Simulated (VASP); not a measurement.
Set up this calculation in VASP 6.6.1, as the native input.

```yaml
Task: single point
Functional: PBE
Potentials_or_basis: VASP PAW PBE potentials, release 64 (Ca_sv, Se)
Cutoff: 520 eV
k_mesh: 12 × 12 × 12
Occupations: fermi-dirac, width 0.08 eV
Spin: no spin polarisation
Dipole_correction: no
Further_INCAR_settings: ALGO = Normal; EDIFF = 1e-06; NBANDS = 15
```

The structure of CaSe (rocksalt type) lies in POSCAR:

```
CaSe
1.0
    0.0000000000      2.8218793405      2.8218793405
    2.8218793405      0.0000000000      2.8218793405
    2.8218793405      2.8218793405      0.0000000000
Ca Se
1 1
Direct
    0.0000000000      0.0000000000      0.0000000000
    0.5000000000      0.5000000000      0.5000000000
```

These files were run (other wordings do the same):

INCAR

```
ALGO = Normal
EDIFF = 1E-6
ENCUT = 520
GGA = PE
ISIF = 2
ISMEAR = -1
LASPH = True
LCHARG = False
LREAL = False
LWAVE = False
NBANDS = 15
NELM = 100
PREC = Accurate
SIGMA = 0.08
```

KPOINTS

```
k-points
0
Gamma
  12 12 12
```

Potentials or basis: VASP PAW PBE potentials, release 64 (Ca_sv, Se).

The run is started by

```sh
$ cat potpaw_PBE.64/Ca_sv/POTCAR potpaw_PBE.64/Se/POTCAR > POTCAR
$ mpirun -np 1 vasp_std > vasp.out
```

It gave:

```yaml
Pressure: 11.2 GPa
Band_gap_on_the_k_mesh: 1.61 eV (least direct gap 2.68 eV)
```

Caveat: the cell stands under pressure.

Wall time 35 s on 1 thread of AMD EPYC 7R13 Processor (Zen 3), with other jobs on the host, peak memory 0.17 GiB.
